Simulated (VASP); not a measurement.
# KRuF6 (R-3m) in VASP: notebook

The runs below take KRuF6 through single point, with LDA.

All numbers are computed with VASP 6.6.1; they aren't measurements. Logs are shortened: lines on timing, memory, paths and dates and some standing lists are left out, and cuts for length are marked.

**1. The cell of the first run**

Symmetry: R-3m, No. 166, trigonal system. Conventional cell: a = 7.486 Å, b = 7.486 Å, c = 7.302 Å, α = 90.00°, β = 90.00°, γ = 120.00°. Within 3.7 Å of K (site symmetry -3m) lie 12 F at 2.81 to 2.96 Å and 2 Ru at 3.65 Å. Ru (site symmetry -3m) has 6 F at 1.87 Å within 2.5 Å. F (site symmetry m) has 1 Ru at 1.87 Å within 2.5 Å.

**2. Single point, LDA**

Contents of INCAR:

```
ALGO = Normal
EDIFF = 1E-6
ENCUT = 520
ISIF = 2
ISMEAR = 1
LASPH = T
LCHARG = T
LELF = T
LREAL = F
LVHAR = T
LWAVE = F
NBANDS = 42
NELM = 80
PREC = Accurate
SIGMA = 0.1
```

Contents of KPOINTS:

```
k-points
0
Gamma
  5 5 5
```

Contents of POSCAR:

```
KRuF6
1.0
    3.7431100000      2.1610860000      2.4339900000
   -3.7431100000      2.1610860000      2.4339900000
    0.0000000000     -4.3221710000      2.4339900000
K Ru F
1 1 6
Direct
    0.5000000000      0.5000000000      0.5000000000
    0.0000000000      0.0000000000      0.0000000000
    0.2682840000      0.2682840000      0.9190770000
    0.2682840000      0.9190770000      0.2682840000
    0.7317160000      0.0809230000      0.7317160000
    0.7317160000      0.7317160000      0.0809230000
    0.0809230000      0.7317160000      0.7317160000
    0.9190770000      0.2682840000      0.2682840000
```

Potentials or basis: VASP PAW LDA potentials, release 64 (K_sv, Ru_pv, F).

Launch:

```bash
> cat potpaw_LDA.64/K_sv/POTCAR potpaw_LDA.64/Ru_pv/POTCAR potpaw_LDA.64/F/POTCAR > POTCAR
> mpirun -np 1 vasp_std > vasp.out
```

OUTCAR:

```text
EDIFF = 1E-6
   ENCUT = 520
   ISIF = 2
   ISMEAR = 1
   LASPH = T
   LREAL = F
   NELM = 80
   PREC = Accurate

 ion  position               nearest neighbor table
   1  0.500  0.500  0.500-   4 2.81   5 2.81   7 2.81   8 2.81   3 2.81   6 2.81
   2  0.000  0.000  0.000-   4 1.87   5 1.87   7 1.87   8 1.87   3 1.87   6 1.87
   3  0.268  0.268  0.919-   2 1.87   1 2.81
   4  0.268  0.919  0.268-   2 1.87   1 2.81
   5  0.732  0.081  0.732-   2 1.87   1 2.81
   6  0.732  0.732  0.081-   2 1.87   1 2.81
   7  0.081  0.732  0.732-   2 1.87   1 2.81
   8  0.919  0.268  0.268-   2 1.87   1 2.81

  LATTYP: Found a trigonal (rhomboedric) cell.
 ALAT       =     4.9603903568
 COS(alpha) =    -0.1388419773

  Lattice vectors:

 A1 = (   3.7431100000,   2.1610860000,   2.4339900000)
 A2 = (  -3.7431100000,   2.1610860000,   2.4339900000)
 A3 = (   0.0000000000,  -4.3221710000,   2.4339900000)

Analysis of symmetry for initial positions (statically):
=====================================================================
 Subroutine PRICEL returns:
 Original cell was already a primitive cell.

 Routine SETGRP: Setting up the symmetry group for a
 trigonal (rhombohedral) supercell.

 Subroutine GETGRP returns: Found 12 space group operations
 (whereof 12 operations were pure point group operations)
 out of a pool of 12 trial point group operations.

The static configuration has the point symmetry D_3d.

Analysis of symmetry for dynamics (positions and initial velocities):
=====================================================================
 Subroutine PRICEL returns:
 Original cell was already a primitive cell.

 Routine SETGRP: Setting up the symmetry group for a
 trigonal (rhombohedral) supercell.

 Subroutine GETGRP returns: Found 12 space group operations
 (whereof 12 operations were pure point group operations)
 out of a pool of 12 trial point group operations.

The dynamic configuration has the point symmetry D_3d.

 Subroutine INISYM returns: Found 12 space group operations
 (whereof 12 operations are pure point group operations),
 and found     1 'primitive' translations

----------------------------------------------------------------------------------------

                                     Primitive cell

  volume of cell :     118.1339
[... 91 lines left out ...]
   LSORBIT =      F    spin-orbit coupling
   LASPH  =      T    aspherical Exc in radial PAW
   ENCUT  =  520.0 eV  38.22 Ry    6.18 a.u.   9.22  9.22  9.22*2*pi/ulx,y,z
   NELM   =     80;   NELMIN=  2; NELMDL= -5     # of ELM steps
   EDIFF  = 0.1E-05   stopping-criterion for ELM
   LREAL  =      F    real-space projection
[... 7 lines left out ...]
   TEBEG  =    0.0;   TEEND  =   0.0 temperature during run
   PSTRESS=    0.0 pullay stress
   NELECT =      65.0000    total number of electrons
   NUPDOWN=      -1.0000    fix difference up-down
   EMIN   =  10.00;   EMAX   =-10.00  energy-range for DOS
   EFERMI =   0.00;   METHOD = LEGACY
   ISMEAR =     1;   SIGMA  =   0.10  broadening in eV -4-tet -1-fermi 0-gaus
   EFERMI_NEDOS =   21; number of points for ismear=-14 and -15
   IALGO  =     38    algorithm
   IMIX   =      4    mixing-type and parameters
     AMIX     =   0.40;   BMIX     =  1.00
     AMIX_MAG =   1.60;   BMIX_MAG =  1.00
  volume/ion in A,a.u.               =      14.77        99.65
  Fermi-wavevector in a.u.,A,eV,Ry     =   1.341491  2.535050 24.485017  1.799598
  Thomas-Fermi vector in A             =   2.469720
   LORBIT       =      0    0 simple, 1 ext, 2 COOP (PROOUT), +10 PAW based schemes
   GGA     = CA    functional components
   LHFCALC =     F    Hartree Fock is set to
   AEXX    =    0.0000 exact exchange contribution
   IVDW    =     0    specifies the selected vdW correction
   LEPSILON=     F    determine dielectric tensor
   LRPA    =     F    only Hartree local field effects (RPA)
 non-spin polarized calculation
 Methfessel and Paxton  Order N= 1 SIGMA  =   0.10
  energy-cutoff  :      520.00
  volume of cell :      118.13
 maximum number of plane-waves:      3202
 NGX is ok and might be reduce to    40
   NGX = 19   NGY = 19   NGZ = 19

 number of electron      65.0000094 magnetization

 Free energy of the ion-electron system (eV)
  ---------------------------------------------------
  ext. energy  EPLUGINS =         0.00000000
  ---------------------------------------------------
  free energy    TOTEN  =       -41.71804903 eV

  energy without entropy =      -41.69768315  energy(sigma->0) =      -41.71126040

 E-fermi :  -0.6133     XC(G=0):  -9.7581

 val. band max:       -0.6149336371   @ k =  -0.2000   0.2000   0.2000
 cond. band min:      -0.6061683810   @ k =   0.4000  -0.0000   0.0000
 fundamental gap:      0.0087652562
 Fermi energy:        -0.6132920620

 k-point     1 :       0.0000    0.0000    0.0000
  band No.  band energies     occupation
      1     -45.1137      2.00000
      2     -45.0918      2.00000
      3     -45.0918      2.00000
      4     -27.6625      2.00000
      5     -23.3084      2.00000
      6     -22.8877      2.00000
[... 844 lines left out ...]
     41       9.5766      0.00000
     42       9.8567      0.00000

------------------------ aborting loop because EDIFF is reached ----------------------------------------

  FORCE on cell =-STRESS in cart. coord.  units (eV):
  Direction    XX          YY          ZZ          XY          YZ          ZX
  --------------------------------------------------------------------------------------
  -------------------------------------------------------------------------------------
  Total       -2.9504956     -2.9504959     -3.1177132      0.0000000     -0.0000004     -0.0000000
  in kB      -40.0157486    -40.0157523    -42.2836166      0.0000000     -0.0000058     -0.0000000
  external PRESSURE =     -40.7717058 kB  Pullay stress =       0.0000000 kB

 VOLUME and BASIS-vectors are now :
 -----------------------------------------------------------------------------
  energy-cutoff  :      520.00
  volume of cell :      118.13
      direct lattice vectors                 reciprocal lattice vectors
     3.743110000  2.161086000  2.433990000     0.133578762  0.077121731  0.136949333
    -3.743110000  2.161086000  2.433990000    -0.133578762  0.077121731  0.136949333
     0.000000000 -4.322171000  2.433990000     0.000000000 -0.154243461  0.136949365

 POSITION                                       TOTAL-FORCE (eV/Angst)
 -----------------------------------------------------------------------------------
      0.00000      0.00000      3.65099         0.000000      0.000000      0.000000
      0.00000      0.00000      0.00000         0.000000      0.000000      0.000000
      0.00000     -2.81284      3.54303         0.000000     -0.175922     -0.205777
     -2.43599      1.40642      3.54303        -0.152353      0.087961     -0.205777
      2.43599     -1.40642      3.75894         0.152353     -0.087961      0.205777
      0.00000      2.81284      3.75894         0.000000      0.175922      0.205777
     -2.43599     -1.40642      3.75894        -0.152353     -0.087961      0.205777
      2.43599      1.40642      3.54303         0.152353      0.087961     -0.205777
 -----------------------------------------------------------------------------------
    total drift:                                0.000000      0.000000     -0.000000

  FREE ENERGIE OF THE ION-ELECTRON SYSTEM (eV)
  ---------------------------------------------------
  free  energy   TOTEN  =       -41.7180490286 eV

  energy  without entropy=      -41.6976831535  energy(sigma->0) =      -41.71126040
```

OSZICAR:

```text
N       E                     dE             d eps       ncg     rms          rms(c)
DAV:   1     0.594124513824E+03    0.59412E+03   -0.36638E+04  1596   0.150E+03
DAV:   2    -0.131144902860E+02   -0.60724E+03   -0.58448E+03  1866   0.430E+02
DAV:   3    -0.498656080235E+02   -0.36751E+02   -0.36434E+02  2078   0.105E+02
DAV:   4    -0.507996352855E+02   -0.93403E+00   -0.93158E+00  2440   0.143E+01
DAV:   5    -0.508189145796E+02   -0.19279E-01   -0.19273E-01  2104   0.174E+00    0.444E+01
DAV:   6    -0.434130897738E+02    0.74058E+01   -0.34572E+01  1666   0.451E+01    0.176E+01
DAV:   7    -0.421448830474E+02    0.12682E+01   -0.87568E+00  1670   0.261E+01    0.153E+01
DAV:   8    -0.417738484295E+02    0.37103E+00   -0.11726E+00  1684   0.101E+01    0.196E+00
DAV:   9    -0.417224898844E+02    0.51359E-01   -0.14430E-01  1956   0.323E+00    0.105E+00
DAV:  10    -0.417223718080E+02    0.11808E-03   -0.17294E-02  2120   0.504E-01    0.113E+00
DAV:  11    -0.417193764028E+02    0.29954E-02   -0.15927E-02  1790   0.591E-01    0.746E-01
DAV:  12    -0.417185751294E+02    0.80127E-03   -0.46009E-03  1950   0.212E-01    0.345E-01
DAV:  13    -0.417182113606E+02    0.36377E-03   -0.11890E-03  1906   0.100E-01    0.204E-01
DAV:  14    -0.417180945193E+02    0.11684E-03   -0.42052E-04  1942   0.804E-02    0.831E-02
DAV:  15    -0.417180607236E+02    0.33796E-04   -0.88004E-05  1886   0.261E-02    0.593E-02
DAV:  16    -0.417180518721E+02    0.88515E-05   -0.22855E-05  1668   0.946E-03    0.181E-02
DAV:  17    -0.417180494790E+02    0.23931E-05   -0.44967E-06  1286   0.587E-03    0.125E-02
DAV:  18    -0.417180490286E+02    0.45048E-06   -0.86892E-07  1088   0.228E-03
   1 F= -.41718049E+02 E0= -.41711260E+02  d E =-.203659E-01
```

stdout:

```text
POSCAR found type information on POSCAR K RuF
 POSCAR found :  3 types and       8 ions
 scaLAPACK will be used
 LDA part: xc-table for (Slater(with rela. corr.)+CA(PZ))
 , standard interpolation
 POSCAR, INCAR and KPOINTS ok, starting setup
 FFT: planning ... GRIDC
 FFT: planning ... GRID_SOFT
 FFT: planning ... GRID
 WAVECAR not read
 entering main loop
```

It took 98 s on 1 thread of Intel Xeon Platinum 8375C at 2.90GHz (Ice Lake), shared host; peak memory 0.24 GiB.

Results:

* Free energy: -41.7180 eV
* Pressure: -4.1 GPa
* Largest force: 0.271 eV/Å

Forces on the atoms (eV/Å):
```
K    0.000  0.000  0.000
Ru   0.000  0.000  0.000
F    0.000 -0.176 -0.206
F   -0.152  0.088 -0.206
F    0.152 -0.088  0.206
F    0.000  0.176  0.206
F   -0.152 -0.088  0.206
F    0.152  0.088 -0.206
```

Stress tensor (GPa, compression positive):
```
-4.00  0.00  0.00
 0.00 -4.00  0.00
 0.00  0.00 -4.23
```

Levels at points of the mesh, in eV from the Fermi level:
| k point | band 29 | band 30 | band 31 | band 32 | band 33 | band 34 | band 35 | band 36 | band 37 | band 38 |
| --- | --- | --- | --- | --- | --- | --- | --- | --- | --- | --- |
| (0.00, 0.00, 0.00) | -2.94 | -2.94 | -2.36 | -0.07 | -0.07 | 0.05 | 3.38 | 3.38 | 5.62 | 7.59 |

Caveat: an odd number of electrons without spin polarisation forces a metal; a magnetic or distorted state may lie lower.

**3. Single point, LDA**

Contents of INCAR:

```
SYSTEM = KRuF6
PREC = Accurate
ENCUT = 520
EDIFF = 1E-6
ISMEAR = 1
SIGMA = 0.1
LREAL = .False.
LASPH = .True.
NELM = 80
ALGO = Normal
ISIF = 2
LWAVE = .False.
LCHARG = .True.
LELF = .True.
LVHAR = .True.
NBANDS = 42
```

Contents of KPOINTS:

```
regular mesh
0
Gamma
  5 5 5
  0 0 0
```

POSCAR is that of step 2.

Potentials or basis: VASP PAW LDA potentials, release 64 (K_sv, Ru_pv, F).

Launch:

```bash
> cat potpaw_LDA.64/K_sv/POTCAR potpaw_LDA.64/Ru_pv/POTCAR potpaw_LDA.64/F/POTCAR > POTCAR
> mpirun -np 1 vasp_std > vasp.out
```

OUTCAR:

```text
SYSTEM = KRuF6
   PREC = Accurate
   ENCUT = 520
   EDIFF = 1E-6
   ISMEAR = 1
   LREAL = .False.
   LASPH = .True.
   NELM = 80
   ISIF = 2

 ion  position               nearest neighbor table
   1  0.500  0.500  0.500-   4 2.81   5 2.81   7 2.81   8 2.81   3 2.81   6 2.81
   2  0.000  0.000  0.000-   4 1.87   5 1.87   7 1.87   8 1.87   3 1.87   6 1.87
   3  0.268  0.268  0.919-   2 1.87   1 2.81
   4  0.268  0.919  0.268-   2 1.87   1 2.81
   5  0.732  0.081  0.732-   2 1.87   1 2.81
   6  0.732  0.732  0.081-   2 1.87   1 2.81
   7  0.081  0.732  0.732-   2 1.87   1 2.81
   8  0.919  0.268  0.268-   2 1.87   1 2.81
[... 1060 lines left out ...]
  Total       -2.9504956     -2.9504959     -3.1177132      0.0000000     -0.0000004     -0.0000000
  in kB      -40.0157486    -40.0157523    -42.2836166      0.0000000     -0.0000058     -0.0000000
  external PRESSURE =     -40.7717058 kB  Pullay stress =       0.0000000 kB

 VOLUME and BASIS-vectors are now :
 -----------------------------------------------------------------------------
  energy-cutoff  :      520.00
  volume of cell :      118.13
      direct lattice vectors                 reciprocal lattice vectors
     3.743110000  2.161086000  2.433990000     0.133578762  0.077121731  0.136949333
    -3.743110000  2.161086000  2.433990000    -0.133578762  0.077121731  0.136949333
     0.000000000 -4.322171000  2.433990000     0.000000000 -0.154243461  0.136949365

 POSITION                                       TOTAL-FORCE (eV/Angst)
 -----------------------------------------------------------------------------------
      0.00000      0.00000      3.65099         0.000000      0.000000      0.000000
      0.00000      0.00000      0.00000         0.000000      0.000000      0.000000
      0.00000     -2.81284      3.54303         0.000000     -0.175922     -0.205777
     -2.43599      1.40642      3.54303        -0.152353      0.087961     -0.205777
      2.43599     -1.40642      3.75894         0.152353     -0.087961      0.205777
      0.00000      2.81284      3.75894         0.000000      0.175922      0.205777
     -2.43599     -1.40642      3.75894        -0.152353     -0.087961      0.205777
      2.43599      1.40642      3.54303         0.152353      0.087961     -0.205777
 -----------------------------------------------------------------------------------
    total drift:                                0.000000      0.000000     -0.000000

  FREE ENERGIE OF THE ION-ELECTRON SYSTEM (eV)
  ---------------------------------------------------
  free  energy   TOTEN  =       -41.7180490286 eV

  energy  without entropy=      -41.6976831535  energy(sigma->0) =      -41.71126040
```

OSZICAR:

```text
N       E                     dE             d eps       ncg     rms          rms(c)
DAV:   1     0.594124513824E+03    0.59412E+03   -0.36638E+04  1596   0.150E+03
DAV:   2    -0.131144902860E+02   -0.60724E+03   -0.58448E+03  1866   0.430E+02
DAV:   3    -0.498656080235E+02   -0.36751E+02   -0.36434E+02  2078   0.105E+02
DAV:   4    -0.507996352855E+02   -0.93403E+00   -0.93158E+00  2440   0.143E+01
DAV:   5    -0.508189145796E+02   -0.19279E-01   -0.19273E-01  2104   0.174E+00    0.444E+01
DAV:   6    -0.434130897738E+02    0.74058E+01   -0.34572E+01  1666   0.451E+01    0.176E+01
DAV:   7    -0.421448830474E+02    0.12682E+01   -0.87568E+00  1670   0.261E+01    0.153E+01
DAV:   8    -0.417738484295E+02    0.37103E+00   -0.11726E+00  1684   0.101E+01    0.196E+00
DAV:   9    -0.417224898844E+02    0.51359E-01   -0.14430E-01  1956   0.323E+00    0.105E+00
DAV:  10    -0.417223718080E+02    0.11808E-03   -0.17294E-02  2120   0.504E-01    0.113E+00
DAV:  11    -0.417193764028E+02    0.29954E-02   -0.15927E-02  1790   0.591E-01    0.746E-01
DAV:  12    -0.417185751294E+02    0.80127E-03   -0.46009E-03  1950   0.212E-01    0.345E-01
DAV:  13    -0.417182113606E+02    0.36377E-03   -0.11890E-03  1906   0.100E-01    0.204E-01
DAV:  14    -0.417180945193E+02    0.11684E-03   -0.42052E-04  1942   0.804E-02    0.831E-02
DAV:  15    -0.417180607236E+02    0.33796E-04   -0.88004E-05  1886   0.261E-02    0.593E-02
DAV:  16    -0.417180518721E+02    0.88515E-05   -0.22855E-05  1668   0.946E-03    0.181E-02
DAV:  17    -0.417180494790E+02    0.23931E-05   -0.44967E-06  1286   0.587E-03    0.125E-02
DAV:  18    -0.417180490286E+02    0.45048E-06   -0.86892E-07  1088   0.228E-03
   1 F= -.41718049E+02 E0= -.41711260E+02  d E =-.203659E-01
```

stdout:

```text
POSCAR found type information on POSCAR K RuF
 POSCAR found :  3 types and       8 ions
 scaLAPACK will be used
 LDA part: xc-table for (Slater(with rela. corr.)+CA(PZ))
 , standard interpolation
 POSCAR, INCAR and KPOINTS ok, starting setup
 FFT: planning ... GRIDC
 FFT: planning ... GRID_SOFT
 FFT: planning ... GRID
 WAVECAR not read
 entering main loop
```

Run time: 1.7 min. Hardware: 1 thread of Intel Xeon Platinum 8375C at 2.90GHz (Ice Lake), shared host; peak memory 0.24 GiB.

Results:

- Free energy: -41.7180 eV
- Pressure: -4.1 GPa
- Largest force: 0.271 eV/Å

Forces in eV/Å, atoms in the order of the input:
```
K    0.000  0.000  0.000
Ru   0.000  0.000  0.000
F    0.000 -0.176 -0.206
F   -0.152  0.088 -0.206
F    0.152 -0.088  0.206
F    0.000  0.176  0.206
F   -0.152 -0.088  0.206
F    0.152  0.088 -0.206
```

Stress tensor (GPa, compression positive):
```
-4.00  0.00  0.00
 0.00 -4.00  0.00
 0.00  0.00 -4.23
```

Caveat: an odd number of electrons without spin polarisation forces a metal; a magnetic or distorted state may lie lower.
